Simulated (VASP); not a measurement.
A run of VASP 6.6.1 is set up as follows.

INCAR

```
SYSTEM = Al3N2
ALGO     = Normal         ! electronic algorithm
EDIFF    = 1E-7           ! SCF threshold, eV
EDIFFG   = -0.01          ! ionic threshold
ENCUT    = 600            ! plane-wave cutoff, eV
GGA      = PE             ! functional
IBRION   = 2              ! ionic algorithm
ISIF     = 3              ! what is computed and relaxed
ISMEAR   = 0              ! smearing method
LASPH    = .TRUE.         ! aspherical terms in the spheres
LCHARG   = .FALSE.        ! write CHGCAR
LREAL    = .FALSE.        ! projectors in reciprocal space
LWAVE    = .FALSE.        ! write WAVECAR
NELM     = 100            ! most SCF steps
NSW      = 100            ! ionic steps
PREC     = Accurate       ! precision mode
SIGMA    = 0.1            ! smearing width, eV
```

Contents of KPOINTS:

```
k-points
0
G
  12 12 12
  0 0 0
```

The input POSCAR:

```
Al3N2
1.0
    1.4562802199      0.8407837770      6.8231505360
   -1.4562802199      0.8407837770      6.8231505360
    0.0000000000     -1.6815675539      6.8231505360
Al N
3 2
Direct
    0.0000000000      0.0000000000      0.0000000000
    0.2179225868      0.2179225868      0.2179225868
    0.7820774132      0.7820774132      0.7820774132
    0.3904631386      0.3904631386      0.3904631386
    0.6095368614      0.6095368614      0.6095368614
```

Potentials or basis: VASP PAW PBE potentials, release 64 (Al, N).

Launch:

```bash
$ cat potpaw_PBE.64/Al/POTCAR potpaw_PBE.64/N/POTCAR > POTCAR
$ mpirun -np 1 vasp_std > vasp.out
```

**Question.** What does it give for the space group after relaxing (to 0.1 Å)?

**Answer.** R-3m (No. 166).

**Question.** What does it give for the relaxed cell?

**Answer.** a = 7.025 Å, b = 7.025 Å, c = 7.025 Å, α = 23.92°, β = 23.92°, γ = 23.92°.

**Question.** What does it give for the band gap on the k mesh?

**Answer.** Zero (an odd number of electrons rules out a gap without spin polarisation).

Final structure:
```xyz
5
Lattice="1.4556 0.8404 6.8209 -1.4556 0.8404 6.8209 0.0000 -1.6808 6.8209" Properties=species:S:1:pos:R:3 pbc="T T T"
Al    0.0000    0.0000    0.0000
Al    0.0000    0.0000    4.4600
Al    0.0000    0.0000   16.0028
N     0.0000    0.0000    7.9908
N     0.0000    0.0000   12.4720
```
